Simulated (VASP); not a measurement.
Runs of VASP 6.6.1 on K. The structure is that of space group P4/mmm (No. 123), or close to it. The cells are those of the table. 

```tsv
cell	further INCAR settings	gap on the mesh (eV)	pressure (GPa)
a = 3.840, b = 3.840, c = 5.430 Å, 1 atom	ALGO = Fast; EDIFF = 1e-06; NBANDS = 10	none	(b)
a = 3.949, b = 3.949, c = 5.134 Å, 1 atom	ALGO = Fast; EDIFF = 1e-07; NBANDS = 10	none	0.3
a = 4.683, b = 4.683, c = 3.652 Å, 1 atom	ALGO = Fast; EDIFF = 1e-06; NBANDS = 10	none	(a)
a = 4.839, b = 4.839, c = 3.421 Å, 1 atom	ALGO = Fast; EDIFF = 1e-06; NBANDS = 10	none	0.5
a = 3.766, b = 3.766, c = 5.648 Å, 1 atom	ALGO = Fast; EDIFF = 1e-07; NBANDS = 10	none	0.8
```

Alike in all rows: task single point; level PBE; potentials or basis VASP PAW PBE potentials, release 64 (K_sv); no spin polarisation; k mesh 12 × 12 × 12; cutoff (eV) 520; smearing gaussian 0.15 eV.

Question: Estimate the missing entries.

Answer: (a) 0.2; (b) 0.6.

A gap of «none» marks levels without a gap at the run's occupations.
